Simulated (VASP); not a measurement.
# Ti2In (Fd-3m) in VASP: single point with PBE

Aim: the single point of Ti2In with PBE.

All numbers are computed with VASP 6.6.1; they aren't measurements. Logs are shortened: lines on timing, memory, paths and dates and some standing lists are left out, and cuts for length are marked.

### Step 1. The cell of the first run

Symmetry: Fd-3m, No. 227, cubic system. Conventional cell: a = 7.619 Å, b = 7.619 Å, c = 7.619 Å, α = 90.00°, β = 90.00°, γ = 90.00°. Within 3.6 Å of Ti (site symmetry -3m) lie 6 Ti at 2.69 Å and 6 In at 3.16 Å. In (site symmetry -43m) has 12 Ti at 3.16 Å and 4 In at 3.30 Å within 4.2 Å.

The cell was generated, and may not be a known phase.

### Step 2. Single point, PBE, collinear spin

Contents of INCAR:

```
SYSTEM = Ti2In
PREC = Accurate ; ENCUT = 550
EDIFF = 1E-6 ; ISMEAR = 0
SIGMA = 0.1 ; LREAL = .FALSE.
LASPH = .TRUE. ; NELM = 300
ALGO = All ; ISIF = 2
LWAVE = .FALSE. ; LCHARG = .FALSE.
ISPIN = 2 ; MAGMOM = 1 1 1 1 0 0
LORBIT = 11 ; LMAXMIX = 4
GGA = PE ; NBANDS = 50
GGA_COMPAT = .FALSE. ; ISEARCH = 1
KPAR = 4
```

Contents of KPOINTS:

```
Automatic mesh
0
G
  4 4 4
  0 0 0
```

Contents of POSCAR:

```
Ti2In
1.0
    0.0000000000      3.8095263100      3.8095263100
    3.8095263100      0.0000000000      3.8095263100
    3.8095263100      3.8095263100      0.0000000000
Ti In
4 2
Direct
    0.1250000000      0.1250000000      0.6250000000
    0.1250000000      0.6250000000      0.1250000000
    0.1250000000      0.1250000000      0.1250000000
    0.6250000000      0.1250000000      0.1250000000
    0.7500000000      0.7500000000      0.7500000000
    0.5000000000      0.5000000000      0.5000000000
```

Potentials or basis: VASP PAW PBE potentials, release 64 (Ti_sv, In_d).

Launch:

```console
$ cat potpaw_PBE.64/Ti_sv/POTCAR potpaw_PBE.64/In_d/POTCAR > POTCAR
$ mpirun -np 4 vasp_std > vasp.out
```

OUTCAR:

```text
SYSTEM = Ti2In
   PREC = Accurate
   ENCUT = 550
   EDIFF = 1E-6
   ISMEAR = 0
   LREAL = .FALSE.
   LASPH = .TRUE.
   NELM = 300
   ISIF = 2
   ISPIN = 2
   LORBIT = 11
   GGA = PE

 ion  position               nearest neighbor table
   1  0.125  0.125  0.625-   3 2.69   2 2.69   3 2.69   4 2.69   2 2.69   4 2.69   5 3.16   5 3.16
                             6 3.16   6 3.16   5 3.16   6 3.16
   2  0.125  0.625  0.125-   3 2.69   1 2.69   1 2.69   3 2.69   4 2.69   4 2.69   6 3.16   5 3.16
                             5 3.16   6 3.16   5 3.16   6 3.16
   3  0.125  0.125  0.125-   1 2.69   2 2.69   4 2.69   1 2.69   2 2.69   4 2.69   5 3.16   6 3.16
                             5 3.16   6 3.16   5 3.16   6 3.16
   4  0.625  0.125  0.125-   3 2.69   1 2.69   2 2.69   1 2.69   2 2.69   3 2.69   6 3.16   5 3.16
                             6 3.16   5 3.16   6 3.16   5 3.16
   5  0.750  0.750  0.750-   1 3.16   2 3.16   4 3.16   2 3.16   3 3.16   4 3.16   1 3.16   3 3.16
                             4 3.16   1 3.16   2 3.16   3 3.16   6 3.30   6 3.30   6 3.30   6 3.30
   6  0.500  0.500  0.500-   1 3.16   2 3.16   3 3.16   1 3.16   3 3.16   4 3.16   2 3.16   3 3.16
                             4 3.16   1 3.16   2 3.16   4 3.16   5 3.30   5 3.30   5 3.30   5 3.30

  LATTYP: Found a face centered cubic cell.
 ALAT       =     7.6190526200

  Lattice vectors:

 A1 = (   0.0000000000,   3.8095263100,   3.8095263100)
 A2 = (   3.8095263100,   0.0000000000,   3.8095263100)
 A3 = (   3.8095263100,   3.8095263100,   0.0000000000)

Analysis of symmetry for initial positions (statically):
=====================================================================
 Subroutine PRICEL returns:
 Original cell was already a primitive cell.

 Routine SETGRP: Setting up the symmetry group for a
 face centered cubic supercell.

 Subroutine GETGRP returns: Found 48 space group operations
 (whereof 24 operations were pure point group operations)
 out of a pool of 48 trial point group operations.

The static configuration has the point symmetry T_d .
 The point group associated with its full space group is O_h .

Analysis of symmetry for dynamics (positions and initial velocities):
=====================================================================
 Subroutine PRICEL returns:
 Original cell was already a primitive cell.

 Routine SETGRP: Setting up the symmetry group for a
 face centered cubic supercell.

 Subroutine GETGRP returns: Found 48 space group operations
 (whereof 24 operations were pure point group operations)
 out of a pool of 48 trial point group operations.

The dynamic configuration has the point symmetry T_d .
 The point group associated with its full space group is O_h .

Analysis of structural, dynamic, and magnetic symmetry:
=====================================================================
 Subroutine PRICEL returns:
 Original cell was already a primitive cell.

 Routine SETGRP: Setting up the symmetry group for a
 face centered cubic supercell.

 Subroutine GETGRP returns: Found 48 space group operations
 (whereof 24 operations were pure point group operations)
 out of a pool of 48 trial point group operations.

The overall configuration has the point symmetry T_d .
 The point group associated with its full space group is O_h .

 Subroutine INISYM returns: Found 48 space group operations
 (whereof 24 operations are pure point group operations),
 and found     1 'primitive' translations

----------------------------------------------------------------------------------------

                                     Primitive cell

  volume of cell :     110.5714

  direct lattice vectors                    reciprocal lattice vectors
     0.000000000  3.809526310  3.809526310    -0.131249914  0.131249914  0.131249914
     3.809526310  0.000000000  3.809526310     0.131249914 -0.131249914  0.131249914
     3.809526310  3.809526310  0.000000000     0.131249914  0.131249914 -0.131249914

  length of vectors
     5.387483774  5.387483774  5.387483774     0.227331519  0.227331519  0.227331519

  position of ions in fractional coordinates (direct lattice)
     0.125000000  0.125000000  0.625000000
     0.125000000  0.625000000  0.125000000
     0.125000000  0.125000000  0.125000000
[... 48 lines left out ...]
 -0.250000  0.500000  0.250000      6.000000
   k-points           NKPTS =      8   k-points in BZ     NKDIM =      8   number of bands    NBANDS=     50
   number of dos      NEDOS =    301   number of ions     NIONS =      6
   total plane-waves  NPLWV =  74088
   dimension x,y,z NGX =    42 NGY =   42 NGZ =   42
   dimension x,y,z NGXF=    84 NGYF=   84 NGZF=   84
   ions per type =               4   2
   NGX,Y,Z   is equivalent  to a cutoff of  12.96, 12.96, 12.96 a.u.
   NGXF,Y,Z  is equivalent  to a cutoff of  25.92, 25.92, 25.92 a.u.
 SYSTEM =  Ti2In
   PREC   = accura    normal or accurate (medium, high low for compatibility)
   ISTART =      0    job   : 0-new  1-cont  2-samecut
   ICHARG =      2    charge: 1-file 2-atom 10-const
   ISPIN  =      2    spin polarized calculation?
   LNONCOLLINEAR =      F non collinear calculations
   LSORBIT =      F    spin-orbit coupling
   LASPH  =      T    aspherical Exc in radial PAW
   ENCUT  =  550.0 eV  40.42 Ry    6.36 a.u.  10.30 10.30 10.30*2*pi/ulx,y,z
   NELM   =    300;   NELMIN=  2; NELMDL= -5     # of ELM steps
   EDIFF  = 0.1E-05   stopping-criterion for ELM
   LREAL  =      F    real-space projection
   EDIFFG = 0.1E-04   stopping-criterion for IOM
   NSW    =      0    number of steps for IOM
   IBRION =     -1    ionic relax: 0-MD 1-quasi-New 2-CG
   NFREE  =      0    steps in history (QN), initial steepest desc. (CG)
   ISIF   =      2    stress and relaxation
   ISYM   =      2    0-nonsym 1-usesym 2-fastsym
   POTIM  = 0.5000    time-step for ionic-motion
   TEBEG  =    0.0;   TEEND  =   0.0 temperature during run
   PSTRESS=    0.0 pullay stress
   NELECT =      74.0000    total number of electrons
   NUPDOWN=      -1.0000    fix difference up-down
   EMIN   =  10.00;   EMAX   =-10.00  energy-range for DOS
   EFERMI =   0.00;   METHOD = LEGACY
   ISMEAR =     0;   SIGMA  =   0.10  broadening in eV -4-tet -1-fermi 0-gaus
   EFERMI_NEDOS =   21; number of points for ismear=-14 and -15
   IALGO  =     58    algorithm
   IMIX   =      4    mixing-type and parameters
     AMIX     =   0.40;   BMIX     =  1.00
     AMIX_MAG =   1.60;   BMIX_MAG =  1.00
  volume/ion in A,a.u.               =      18.43       124.36
  Fermi-wavevector in a.u.,A,eV,Ry     =   1.431983  2.706055 27.899758  2.050574
  Thomas-Fermi vector in A             =   2.551660
   LORBIT       =     11    0 simple, 1 ext, 2 COOP (PROOUT), +10 PAW based schemes
   GGA     = PE    functional components
   LHFCALC =     F    Hartree Fock is set to
   AEXX    =    0.0000 exact exchange contribution
   IVDW    =     0    specifies the selected vdW correction
   LEPSILON=     F    determine dielectric tensor
   LRPA    =     F    only Hartree local field effects (RPA)
 spin polarized calculation
 Gauss-broadening in eV      SIGMA  =   0.10
  energy-cutoff  :      550.00
  volume of cell :      110.57
 maximum number of plane-waves:      3287
 NGX is ok and might be reduce to    42
   NGX = 21   NGY = 21   NGZ = 21

 number of electron      74.0000002 magnetization       1.8210723

 Free energy of the ion-electron system (eV)
  ---------------------------------------------------
  ext. energy  EPLUGINS =         0.00000000
  ---------------------------------------------------
  free energy    TOTEN  =       -35.78155343 eV

  energy without entropy =      -35.75476487  energy(sigma->0) =      -35.76815915

 E-fermi :   9.0388     XC(G=0): -11.4357

 val. band max:        8.9828958199   @ k =  -0.2500   0.2500   0.0000
 cond. band min:       9.0470340497   @ k =   0.5000   0.2500   0.0000
 fundamental gap:      0.0641382299
 Fermi energy:         9.0387605767

 spin component 1

 k-point     1 :       0.0000    0.0000    0.0000
  band No.  band energies     occupation
      1     -47.7086      1.00000
      2     -47.5130      1.00000
      3     -47.5130      1.00000
      4     -47.5130      1.00000
      5     -24.5577      1.00000
      6     -24.1686      1.00000
[... 405 lines left out ...]
     48      11.9524      0.00000
     49      12.0330      0.00000
 Fermi energy:         9.0387605767

 spin component 2

 k-point     1 :       0.0000    0.0000    0.0000
  band No.  band energies     occupation
      1     -47.4058      1.00000
      2     -47.2129      1.00000
      3     -47.2129      1.00000
      4     -47.2129      1.00000
      5     -24.1763      1.00000
      6     -23.8788      1.00000
[... 405 lines left out ...]
     48      12.2218      0.00000
     49      12.2370      0.00000
 [bands above 49 left out]

------------------------ aborting loop because EDIFF is reached ----------------------------------------

  FORCE on cell =-STRESS in cart. coord.  units (eV):
  Direction    XX          YY          ZZ          XY          YZ          ZX
  --------------------------------------------------------------------------------------
  -------------------------------------------------------------------------------------
  Total        2.3536748      2.3536748      2.3536748      0.0000000      0.0000000      0.0000000
  in kB       34.1046912     34.1046912     34.1046912      0.0000000      0.0000000      0.0000000
  external PRESSURE =      34.1046912 kB  Pullay stress =       0.0000000 kB

 VOLUME and BASIS-vectors are now :
 -----------------------------------------------------------------------------
  energy-cutoff  :      550.00
  volume of cell :      110.57
      direct lattice vectors                 reciprocal lattice vectors
     0.000000000  3.809526310  3.809526310    -0.131249914  0.131249914  0.131249914
     3.809526310  0.000000000  3.809526310     0.131249914 -0.131249914  0.131249914
     3.809526310  3.809526310  0.000000000     0.131249914  0.131249914 -0.131249914

 POSITION                                       TOTAL-FORCE (eV/Angst)
 -----------------------------------------------------------------------------------
      2.85714      2.85714      0.95238         0.000000      0.000000      0.000000
      2.85714      0.95238      2.85714         0.000000      0.000000     -0.000000
      0.95238      0.95238      0.95238         0.000000      0.000000     -0.000000
      0.95238      2.85714      2.85714         0.000000      0.000000      0.000000
      5.71429      5.71429      5.71429        -0.000000     -0.000000     -0.000000
      3.80953      3.80953      3.80953         0.000000      0.000000      0.000000
 -----------------------------------------------------------------------------------
    total drift:                                0.000000     -0.000000      0.000000

  FREE ENERGIE OF THE ION-ELECTRON SYSTEM (eV)
  ---------------------------------------------------
  free  energy   TOTEN  =       -35.7815534299 eV

  energy  without entropy=      -35.7547677147  energy(sigma->0) =      -35.76816057

 total charge

# of ion       s       p       d       tot
------------------------------------------
    1        2.245   6.089   2.046  10.379
    2        2.245   6.089   2.046  10.379
    3        2.245   6.089   2.046  10.379
    4        2.245   6.089   2.046  10.379
    5        0.843   0.771   9.853  11.468
    6        0.843   0.771   9.853  11.468
--------------------------------------------------
tot         10.665  25.898  27.890  64.452

 magnetization (x)

# of ion       s       p       d       tot
------------------------------------------
    1        0.007   0.030   0.314   0.351
    2        0.007   0.030   0.314   0.351
    3        0.007   0.030   0.314   0.351
    4        0.007   0.030   0.314   0.351
    5       -0.006  -0.004   0.001  -0.009
    6       -0.006  -0.004   0.001  -0.009
--------------------------------------------------
tot          0.016   0.111   1.258   1.385
```

It took 44 s on 4 MPI ranks of AMD EPYC 9R45 (Zen 5), shared host; peak memory 0.4 GiB.

What came out:

- Free energy: -35.7816 eV
- Pressure: 3.4 GPa
- Net moment: 1.82 μB per cell
- Site moments: Ti +0.35; In -0.01 μB
- Valence electrons inside the program's atomic spheres: Ti 10.38; In 11.47

Levels at points of the mesh, in eV from the Fermi level:
Spin up:
| k point | band 35 | band 36 | band 37 | band 38 | band 39 | band 40 | band 41 | band 42 |
| --- | --- | --- | --- | --- | --- | --- | --- | --- |
| (0.00, 0.00, 0.00) | -1.67 | -0.61 | -0.61 | 0.26 | 0.26 | 0.26 | 2.36 | 2.36 |
| (0.50, 0.00, 0.00) | -0.75 | -0.75 | -0.21 | -0.13 | 0.48 | 0.48 | 0.70 | 0.70 |
| (0.50, 0.50, 0.00) | -0.74 | -0.74 | -0.21 | -0.21 | 0.44 | 0.44 | 0.69 | 0.69 |
Spin down:
```
           k point  band 34  band 35  band 36  band 37  band 38  band 39
(0.00, 0.00, 0.00)    -1.31    -1.31    -0.13    -0.13     0.37     0.37
(0.50, 0.00, 0.00)    -1.19    -0.40    -0.40     0.24     0.30     0.93
(0.50, 0.50, 0.00)    -0.75    -0.45    -0.45     0.22     0.22     0.85
```

Caveat: the cell stands under pressure; spin-orbit coupling is left out, which moves the levels of the heavy elements.
